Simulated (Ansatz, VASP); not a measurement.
ZnCu: VASP beside Ansatz

```
Zn Cu
1.0
     2.97657    0.00000    0.00000
     0.00000    2.97657    0.00000
     0.00000    0.00000    2.97657
Zn Cu
1 1
Direct
  0.50000 0.50000 0.50000
  0.00000 0.00000 0.00000
```

Alike in both runs: functional r2SCAN; k mesh 11 × 11 × 11; occupations fermi-dirac, width 0.1 eV; no spin polarisation.

Ansatz relaxed the structure, and its values are those at the end. VASP's run is a single point on that final structure, the one shown.

```csv
,VASP,Ansatz
version,VASP 6.6.1,Ansatz 0.2.0
potentials or method,"VASP PAW PBE potentials, release 64 (Zn, Cu), cutoff 520 eV",PAW plane waves
valence electrons in the cell,23,31
```

VASP gave:

* pressure (GPa): -6.2

Question: What did Ansatz give for the same quantities?

Answer: Pressure (GPa): -6.8.

VASP's potentials were made for PBE, not for r2SCAN. VASP's potentials hold 23 valence electrons a cell and Ansatz's 31, so a difference there can come from the potentials and not from the codes. Ansatz's warnings: stress scf threshold loose.
